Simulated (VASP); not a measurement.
Here is a VASP 6.6.1 calculation.

File INCAR:

```
SYSTEM = PbO2
  PREC = Accurate
  ENCUT = 520
  EDIFF = 1E-7
  ISMEAR = 0
  SIGMA = 0.1
  LREAL = .False.
  LASPH = .True.
  NELM = 60
  ALGO = Normal
  ISIF = 2
  LWAVE = .False.
  LCHARG = .False.
  NBANDS = 35
```

The input KPOINTS:

```
regular mesh
0
Gamma
  12 12 12
  0 0 0
```

File POSCAR:

```
PbO2
1.0
   -2.0903228406      2.0903228406      5.3752221970
    2.0903228406     -2.0903228406      5.3752221970
    2.0903228406      2.0903228406     -5.3752221970
Pb O
2 4
Direct
    0.0000000000      0.0000000000      0.0000000000
    0.7500000000      0.2500000000      0.5000000000
    0.7987691757      0.7987691757      0.0000000000
    0.2012308243      0.2012308243      0.0000000000
    0.9512308243      0.4512308243      0.5000000000
    0.5487691757      0.0487691757      0.5000000000
```

Potentials or basis: VASP PAW LDA potentials, release 64 (Pb_d, O).

Command:

```bash
$ cat potpaw_LDA.64/Pb_d/POTCAR potpaw_LDA.64/O/POTCAR > POTCAR
$ mpirun -np 1 vasp_std > vasp.out
```

Q: Estimate the band gap on the k mesh.

A: Zero (band 26 reaches 2.56 eV, above the bottom of band 27 at 2.49 eV).

Q: Estimate the largest force.

A: 0.019 eV/Å.

Stress tensor (GPa, compression positive):
```
0.34 0.00 0.00
0.00 0.34 0.00
0.00 0.00 0.50
```

Caveat: spin-orbit coupling is left out, which moves the levels of the heavy elements.
